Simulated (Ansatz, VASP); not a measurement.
## One calculation of KCl, two programs

The input POSCAR:

```
KCl
1.0
    3.8444080803      0.0000000000      0.0000000000
    0.0000000000      3.8444080803      0.0000000000
    0.0000000000      0.0000000000      3.8444080803
K Cl
1 1
Direct
    0.0000000000      0.0000000000      0.0000000000
    0.5000000000      0.5000000000      0.5000000000
```

File INCAR.step1:

```
PREC = Accurate ; ENCUT = 520
ISMEAR = 0 ; SIGMA = 0.02
LREAL = False ; LASPH = True
NELM = 80 ; NBANDS = 15
GGA = PE ; ALGO = Normal
EDIFF = 1E-4 ; LWAVE = True
LCHARG = False
```

Contents of INCAR.step2:

```
PREC = Accurate ; ENCUT = 520
EDIFF = 1E-6 ; ISMEAR = 0
SIGMA = 0.02 ; LREAL = False
LASPH = True ; NELM = 80
ALGO = Normal ; ISIF = 2
LWAVE = False ; LCHARG = False
METAGGA = R2SCAN ; LMIXTAU = True
NBANDS = 15 ; ISTART = 1
```

KPOINTS

```
regular mesh
0
Gamma
  6 6 6
```

Input for Ansatz:

```yaml
crystal:
  lattice:
    - [3.8444080803, 0.0, 0.0]
    - [0.0, 3.8444080803, 0.0]
    - [0.0, 0.0, 3.8444080803]
  atoms:
    - { symbol: K, position: [0.0, 0.0, 0.0] }
    - { symbol: Cl, position: [0.5, 0.5, 0.5] }
basis:
  ecutwfc: 500
kpoints:
  mp_grid: { grid: [6, 6, 6] }
hamiltonian:
  xc: r2scan
scf:
  occupations: { method: gaussian, width: 0.02 }
output:
  forces: true
  stress: true
  eigenvalues: true
  write_density: true
  write_potential: true
  elf: true
  volumetric_format: npy
```

Alike in both runs: task single point; functional r2SCAN; k mesh 6 × 6 × 6; occupations gaussian, width 0.02 eV; no spin polarisation.

|  | VASP | Ansatz |
| --- | --- | --- |
| version | VASP 6.6.1 | Ansatz 0.2.0 |
| potentials or method | VASP PAW PBE potentials, release 64 (K_sv, Cl), cutoff 520 eV | scalar-relativistic, plane waves, PAW |
| valence electrons in the cell | 16 | 16 |

|  | VASP | Ansatz | Ansatz less VASP |
| --- | --- | --- | --- |
| gap on the k mesh at the Fermi level (eV) | 5.54 | 5.53 | -0.005 |
| least direct gap on the mesh (eV) | 5.74 | 5.74 | -0.006 |
| pressure (GPa) | -1.2 | -1.1 | +0.05 |

VASP's potentials were made for PBE, not for r2SCAN.
